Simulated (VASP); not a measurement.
# Yb (Fm-3m) in VASP: notebook

Runs on Yb. Level: PBEsol. Tasks: single point, relaxation of cell and atoms.

Everything below comes from runs of VASP 6.6.1. Logs are shortened: lines on timing, memory, paths and dates and some standing lists are left out, and cuts for length are marked.

**1. The cell of the first run**

Symmetry: Fm-3m, No. 225, cubic system. The conventional cell has a = 5.074 Å, b = 5.074 Å, c = 5.074 Å, α = 90.00°, β = 90.00°, γ = 90.00°. Within 4.7 Å of Yb (site symmetry m-3m) lie 12 Yb at 3.59 Å.

**2. Single point, PBEsol**

Input file INCAR:

```
ALGO = Normal
EDIFF = 1E-6
ENCUT = 520
GGA = PS
ISIF = 2
ISMEAR = 1
LASPH = True
LCHARG = True
LELF = True
LREAL = False
LVHAR = True
LWAVE = False
NBANDS = 56
NELM = 100
PREC = Accurate
SIGMA = 0.05
```

Input file KPOINTS:

```
k-points
0
Gamma
  5 5 5
```

Input file POSCAR:

```
Yb
1.0
    5.0738245560      0.0000000000      0.0000000000
    0.0000000000      5.0738245560      0.0000000000
    0.0000000000      0.0000000000      5.0738245560
Yb
4
Direct
    0.0000000000      0.0000000000      0.0000000000
    0.0000000000      0.5000000000      0.5000000000
    0.5000000000      0.0000000000      0.5000000000
    0.5000000000      0.5000000000      0.0000000000
```

Potentials or basis: VASP PAW PBE potentials, release 64 (Yb).

Command:

```bash
> cat potpaw_PBE.64/Yb/POTCAR > POTCAR
> mpirun -np 1 vasp_std > vasp.out
```

OUTCAR:

```text
EDIFF = 1E-6
   ENCUT = 520
   GGA = PS
   ISIF = 2
   ISMEAR = 1
   LASPH = True
   LREAL = False
   NELM = 100
   PREC = Accurate

 ion  position               nearest neighbor table
   1  0.000  0.000  0.000-   2 3.59   3 3.59   4 3.59   2 3.59   3 3.59   2 3.59   4 3.59   2 3.59
                             3 3.59   4 3.59   3 3.59   4 3.59
   2  0.000  0.500  0.500-   1 3.59   3 3.59   4 3.59   1 3.59   4 3.59   1 3.59   3 3.59   1 3.59
                             3 3.59   4 3.59   4 3.59   3 3.59
   3  0.500  0.000  0.500-   1 3.59   2 3.59   4 3.59   1 3.59   4 3.59   2 3.59   4 3.59   4 3.59
                             1 3.59   2 3.59   1 3.59   2 3.59
   4  0.500  0.500  0.000-   1 3.59   2 3.59   3 3.59   2 3.59   3 3.59   1 3.59   3 3.59   3 3.59
                             1 3.59   2 3.59   2 3.59   1 3.59

  LATTYP: Found a simple cubic cell.
 ALAT       =     5.0738245560

  Lattice vectors:

 A1 = (   5.0738245560,   0.0000000000,   0.0000000000)
 A2 = (   0.0000000000,   5.0738245560,   0.0000000000)
 A3 = (   0.0000000000,   0.0000000000,   5.0738245560)

Analysis of symmetry for initial positions (statically):
=====================================================================
 Subroutine PRICEL returns following result:

  LATTYP: Found a face centered cubic cell.
 ALAT       =     5.0738245560

  Lattice vectors:

 A1 = (   2.5369122780,  -2.5369122780,   0.0000000000)
 A2 = (   2.5369122780,   0.0000000000,   2.5369122780)
 A3 = (   0.0000000000,  -2.5369122780,   2.5369122780)

   4 primitive cells build up your supercell.

 Routine SETGRP: Setting up the symmetry group for a
 simple cubic supercell.

 Subroutine GETGRP returns: Found 48 space group operations
 (whereof 48 operations were pure point group operations)
 out of a pool of 48 trial point group operations.

The static configuration has the point symmetry O_h .

Analysis of symmetry for dynamics (positions and initial velocities):
=====================================================================
 Subroutine PRICEL returns following result:

  LATTYP: Found a face centered cubic cell.
 ALAT       =     5.0738245560

  Lattice vectors:

 A1 = (   2.5369122780,  -2.5369122780,   0.0000000000)
 A2 = (   2.5369122780,   0.0000000000,   2.5369122780)
 A3 = (   0.0000000000,  -2.5369122780,   2.5369122780)

   4 primitive cells build up your supercell.

 Routine SETGRP: Setting up the symmetry group for a
 simple cubic supercell.

 Subroutine GETGRP returns: Found 48 space group operations
 (whereof 48 operations were pure point group operations)
 out of a pool of 48 trial point group operations.

The dynamic configuration has the point symmetry O_h .

 Subroutine INISYM returns: Found 48 space group operations
 (whereof 48 operations are pure point group operations),
 and found     4 'primitive' translations

----------------------------------------------------------------------------------------

                                     Primitive cell

  volume of cell :      32.6547

  direct lattice vectors                    reciprocal lattice vectors
     2.536912278 -2.536912278  0.000000000     0.197089984 -0.197089984 -0.197089984
     2.536912278  0.000000000  2.536912278     0.197089984  0.197089984  0.197089984
     0.000000000 -2.536912278  2.536912278    -0.197089984 -0.197089984  0.197089984

  length of vectors
     3.587735750  3.587735750  3.587735750     0.341369866  0.341369866  0.341369866

  position of ions in fractional coordinates (direct lattice)
     0.000000000  0.000000000  0.000000000

  ion indices of the primitive-cell ions
   primitive index   ion index
                 1           1

----------------------------------------------------------------------------------------

 KPOINTS: k-points

Automatic generation of k-mesh.
 Grid dimensions read from file:
 generate k-points for:    5    5    5

 Generating k-lattice:

  Cartesian coordinates                     Fractional coordinates (reciprocal lattice)
     0.039417997  0.000000000  0.000000000     0.200000000  0.000000000  0.000000000
     0.000000000  0.039417997  0.000000000     0.000000000  0.200000000  0.000000000
     0.000000000  0.000000000  0.039417997     0.000000000  0.000000000  0.200000000

  Length of vectors
     0.039417997  0.039417997  0.039417997

  Shift w.r.t. Gamma in fractional coordinates (k-lattice)
     0.000000000  0.000000000  0.000000000

 Subroutine IBZKPT returns following result:
 ===========================================

 Found     10 irreducible k-points:

 Following reciprocal coordinates:
            Coordinates               Weight
  0.000000  0.000000  0.000000      1.000000
  0.200000  0.000000  0.000000      6.000000
  0.400000  0.000000  0.000000      6.000000
  0.200000  0.200000  0.000000     12.000000
  0.400000  0.200000  0.000000     24.000000
  0.400000  0.400000  0.000000     12.000000
  0.200000  0.200000  0.200000      8.000000
  0.400000  0.200000  0.200000     24.000000
  0.400000  0.400000  0.200000     24.000000
  0.400000  0.400000  0.400000      8.000000
   k-points           NKPTS =     10   k-points in BZ     NKDIM =     10   number of bands    NBANDS=     56
   number of dos      NEDOS =    301   number of ions     NIONS =      4
   total plane-waves  NPLWV =  64000
   dimension x,y,z NGX =    40 NGY =   40 NGZ =   40
   dimension x,y,z NGXF=    80 NGYF=   80 NGZF=   80
   ions per type =               4
   NGX,Y,Z   is equivalent  to a cutoff of  13.11, 13.11, 13.11 a.u.
   NGXF,Y,Z  is equivalent  to a cutoff of  26.21, 26.21, 26.21 a.u.
 SYSTEM =  unknown system
   PREC   = accura    normal or accurate (medium, high low for compatibility)
   ISTART =      0    job   : 0-new  1-cont  2-samecut
   ICHARG =      2    charge: 1-file 2-atom 10-const
   ISPIN  =      1    spin polarized calculation?
   LNONCOLLINEAR =      F non collinear calculations
   LSORBIT =      F    spin-orbit coupling
   LASPH  =      T    aspherical Exc in radial PAW
   ENCUT  =  520.0 eV  38.22 Ry    6.18 a.u.   9.43  9.43  9.43*2*pi/ulx,y,z
   NELM   =    100;   NELMIN=  2; NELMDL= -5     # of ELM steps
   EDIFF  = 0.1E-05   stopping-criterion for ELM
   LREAL  =      F    real-space projection
   EDIFFG = 0.1E-04   stopping-criterion for IOM
   NSW    =      0    number of steps for IOM
   IBRION =     -1    ionic relax: 0-MD 1-quasi-New 2-CG
   NFREE  =      0    steps in history (QN), initial steepest desc. (CG)
   ISIF   =      2    stress and relaxation
   ISYM   =      2    0-nonsym 1-usesym 2-fastsym
   POTIM  = 0.5000    time-step for ionic-motion
   TEBEG  =    0.0;   TEEND  =   0.0 temperature during run
   PSTRESS=    0.0 pullay stress
   NELECT =      96.0000    total number of electrons
   NUPDOWN=      -1.0000    fix difference up-down
   EMIN   =  10.00;   EMAX   =-10.00  energy-range for DOS
   EFERMI =   0.00;   METHOD = LEGACY
   ISMEAR =     1;   SIGMA  =   0.05  broadening in eV -4-tet -1-fermi 0-gaus
   EFERMI_NEDOS =   21; number of points for ismear=-14 and -15
   IALGO  =     38    algorithm
   IMIX   =      4    mixing-type and parameters
     AMIX     =   0.40;   BMIX     =  1.00
     AMIX_MAG =   1.60;   BMIX_MAG =  1.00
  volume/ion in A,a.u.               =      32.65       220.37
  Fermi-wavevector in a.u.,A,eV,Ry     =   1.477394  2.791871 29.697360  2.182694
  Thomas-Fermi vector in A             =   2.591804
   LORBIT       =      0    0 simple, 1 ext, 2 COOP (PROOUT), +10 PAW based schemes
   GGA     = PS    functional components
   LHFCALC =     F    Hartree Fock is set to
   AEXX    =    0.0000 exact exchange contribution
   IVDW    =     0    specifies the selected vdW correction
   LEPSILON=     F    determine dielectric tensor
   LRPA    =     F    only Hartree local field effects (RPA)
 non-spin polarized calculation
 Methfessel and Paxton  Order N= 1 SIGMA  =   0.05
  energy-cutoff  :      520.00
  volume of cell :      130.62
 maximum number of plane-waves:      3541
 NGX is ok and might be reduce to    40
   NGX = 19   NGY = 19   NGZ = 19

 number of electron      96.0000090 magnetization

 Free energy of the ion-electron system (eV)
  ---------------------------------------------------
  ext. energy  EPLUGINS =         0.00000000
  ---------------------------------------------------
  free energy    TOTEN  =       -15.67724927 eV

  energy without entropy =      -15.67662746  energy(sigma->0) =      -15.67704200

 E-fermi :   1.7393     XC(G=0): -10.0015

 val. band max:        1.7147313602   @ k =   0.4000   0.2000   0.0000
 cond. band min:       1.8585697747   @ k =   0.2000   0.0000   0.0000
 fundamental gap:      0.1438384145
 Fermi energy:         1.7393165633

 k-point     1 :       0.0000    0.0000    0.0000
  band No.  band energies     occupation
      1     -49.8906      2.00000
      2     -49.8560      2.00000
      3     -49.8560      2.00000
      4     -49.8560      2.00000
      5     -22.4420      2.00000
      6     -22.4420      2.00000
[... 48 lines left out ...]
     55       4.6813      0.00000
     56       4.6813      0.00000

 k-point     2 :       0.2000    0.0000    0.0000
  band No.  band energies     occupation
      1     -49.8873      2.00000
      2     -49.8593      2.00000
      3     -49.8560      2.00000
      4     -49.8560      2.00000
      5     -22.4168      2.00000
      6     -22.4168      2.00000
[... 48 lines left out ...]
     55       4.2508      0.00000
     56       4.8793      0.00000

 k-point     3 :       0.4000    0.0000    0.0000
  band No.  band energies     occupation
      1     -49.8787      2.00000
      2     -49.8680      2.00000
      3     -49.8560      2.00000
      4     -49.8560      2.00000
      5     -22.3501      2.00000
      6     -22.3501      2.00000
[... 346 lines left out ...]
 k-point     9 :       0.4000    0.4000    0.2000
  band No.  band energies     occupation
      1     -49.8698      2.00000
      2     -49.8638      2.00000
      3     -49.8638      2.00000
      4     -49.8611      2.00000
      5     -22.4096      2.00000
      6     -22.3969      2.00000
[... 48 lines left out ...]
     55       3.6990      0.00000
     56       4.3655      0.00000

 k-point    10 :       0.4000    0.4000    0.4000
  band No.  band energies     occupation
      1     -49.8671      2.00000
      2     -49.8638      2.00000
      3     -49.8638      2.00000
      4     -49.8638      2.00000
      5     -22.4522      2.00000
      6     -22.4522      2.00000
[... 48 lines left out ...]
     55       4.1527      0.00000
     56       4.5670      0.00000

------------------------ aborting loop because EDIFF is reached ----------------------------------------

  FORCE on cell =-STRESS in cart. coord.  units (eV):
  Direction    XX          YY          ZZ          XY          YZ          ZX
  --------------------------------------------------------------------------------------
  -------------------------------------------------------------------------------------
  Total        0.1390413      0.1390413      0.1390413      0.0000000      0.0000000     -0.0000000
  in kB        1.7054860      1.7054860      1.7054860      0.0000000      0.0000000     -0.0000000
  external PRESSURE =       1.7054860 kB  Pullay stress =       0.0000000 kB

 VOLUME and BASIS-vectors are now :
 -----------------------------------------------------------------------------
  energy-cutoff  :      520.00
  volume of cell :      130.62
      direct lattice vectors                 reciprocal lattice vectors
     5.073824556  0.000000000  0.000000000     0.197089984  0.000000000  0.000000000
     0.000000000  5.073824556  0.000000000     0.000000000  0.197089984  0.000000000
     0.000000000  0.000000000  5.073824556     0.000000000  0.000000000  0.197089984

 POSITION                                       TOTAL-FORCE (eV/Angst)
 -----------------------------------------------------------------------------------
      0.00000      0.00000      0.00000         0.000000     -0.000000      0.000000
      0.00000      2.53691      2.53691        -0.000000     -0.000000     -0.000000
      2.53691      0.00000      2.53691         0.000000      0.000000     -0.000000
      2.53691      2.53691      0.00000        -0.000000      0.000000      0.000000
 -----------------------------------------------------------------------------------
    total drift:                               -0.000000     -0.000000     -0.000000

  FREE ENERGIE OF THE ION-ELECTRON SYSTEM (eV)
  ---------------------------------------------------
  free  energy   TOTEN  =       -15.6772492745 eV

  energy  without entropy=      -15.6766274591  energy(sigma->0) =      -15.67704200
```

It took 2 min on 1 thread of Intel Xeon 6975P-C (Granite Rapids), shared host; peak memory 0.28 GiB.

Results:

| Item | Value |
| --- | --- |
| Free energy | -15.6772 eV |
| Pressure | 0.2 GPa |
| Band gap on the k mesh | zero (band 48 reaches 1.71 eV, above the bottom of band 49 at 1.68 eV) |

Caveat: the PAW data sets were made with another functional, which shifts forces and pressure a little; spin-orbit coupling is left out, which moves the levels of the heavy elements. Spin polarisation is off, so any magnetic state and its effect on volume and gap are missing.

**3. Relaxation of cell and atoms, PBEsol**

This run uses another cell than the first one, of 41.37 Å³/atom, 1.267 times its volume.

Input file INCAR:

```
  PREC = Accurate
  ENCUT = 600
  EDIFF = 1E-7
  ISMEAR = 1
  SIGMA = 0.05
  LREAL = False
  LASPH = True
  NELM = 100
  ALGO = Normal
  ISIF = 3
  LWAVE = False
  LCHARG = False
  GGA = PS
  IBRION = 2
  NSW = 50
  EDIFFG = -0.02
```

Input file KPOINTS:

```
Automatic mesh
0
Gamma
  5 5 5
```

Input file POSCAR:

```
Yb
1.0
    5.4900000000      0.0000000000      0.0000000000
    0.0000000000      5.4900000000      0.0000000000
    0.0000000000      0.0000000000      5.4900000000
Yb
4
Direct
    0.0000000000      0.0000000000      0.0000000000
    0.0000000000      0.5000000000      0.5000000000
    0.5000000000      0.0000000000      0.5000000000
    0.5000000000      0.5000000000      0.0000000000
```

Potentials or basis: VASP PAW PBE potentials, release 64 (Yb).

Command:

```bash
> cat potpaw_PBE.64/Yb/POTCAR > POTCAR
> mpirun -np 1 vasp_std > vasp.out
```

Run time: 16 min. Hardware: 1 thread of Intel Xeon 6975P-C (Granite Rapids), shared host; peak memory 0.41 GiB.

Results (log left out):

* Free energy: -15.6945 eV
* Relaxed volume: 32.31 Å³/atom
* Relaxed cell: a = 5.056 Å, b = 5.056 Å, c = 5.056 Å, α = 90.00°, β = 90.00°, γ = 90.00°
* Space group after relaxing (to 0.05 Å): Fm-3m (No. 225)
* Energy gained by relaxing: 123.1 meV/atom
* Ionic steps: 5
* Pressure after relaxing: 0.0 GPa
* Band gap on the k mesh: zero (band 48 reaches 1.75 eV, above the bottom of band 49 at 1.69 eV)

Step by step:
| step | energy change (eV) | largest force (eV/Å) | pressure (GPa) | volume (Å³) |
| --- | --- | --- | --- | --- |
| 1 | 0.0000 | 0.0000 | -3.57 | 165.47 |
| 2 | -0.3868 | 0.0000 | -2.16 | 144.38 |
| 3 | -0.4922 | 0.0000 | -0.19 | 129.92 |
| 4 | -0.4924 | 0.0000 | 0.12 | 128.70 |
| 5 | -0.4925 | 0.0000 | -0.04 | 129.23 |

Final structure:
```
Yb
1.0
     5.05575    0.00000    0.00000
     0.00000    5.05575    0.00000
     0.00000    0.00000    5.05575
Yb
4
Direct
  0.00000 0.00000 0.00000
  0.00000 0.50000 0.50000
  0.50000 0.00000 0.50000
  0.50000 0.50000 0.00000
```

Levels at points of the mesh, in eV from the Fermi level:
```tsv
k point	band 45	band 46	band 47	band 48	band 49	band 50	band 51	band 52
(0.00, 0.00, 0.00)	-0.30	-0.26	-0.26	-0.26	-0.08	-0.08	-0.08	2.16
```

Caveat: the volume moved by over 15 % at a fixed basis, so the end points are rough; the PAW data sets were made with another functional, which shifts forces and pressure a little; spin-orbit coupling is left out, which moves the levels of the heavy elements. Spin polarisation is off, so any magnetic state and its effect on volume and gap are missing.
